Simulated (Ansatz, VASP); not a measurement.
**ZrGa3: VASP beside Ansatz**

```
Zr Ga
1.0
    -2.02521    2.02521    4.36450
     2.02521   -2.02521    4.36450
     2.02521    2.02521   -4.36450
Zr Ga
1 3
Direct
  0.00000 0.00000 0.00000
  0.50000 0.50000 0.00000
  0.75000 0.25000 0.50000
  0.25000 0.75000 0.50000
```

Change from the starting cell: equal xx and yy strain of +2 %.

Alike in both runs: task single point; functional LDA; k mesh 12 × 12 × 12; occupations fermi-dirac, width 0.03 eV; no spin polarisation.

```csv
,VASP,Ansatz
version,VASP 6.6.1,Ansatz 0.2.0
potentials or method,"VASP PAW LDA potentials, release 64 (Zr_sv, Ga_d), cutoff 520 eV","all-electron LAPW, scalar-relativistic"
```

```csv
,VASP,Ansatz,Ansatz less VASP
pressure (GPa),-8.3,-8.5,-0.22
"traceless stress, the component that is largest in VASP (GPa)",7.29,7.28,-0.006
```

LDA's correlation is that of Perdew and Zunger in VASP and of Perdew and Wang (1992) in Ansatz. Ansatz ran all-electron here, and VASP with PAW potentials.
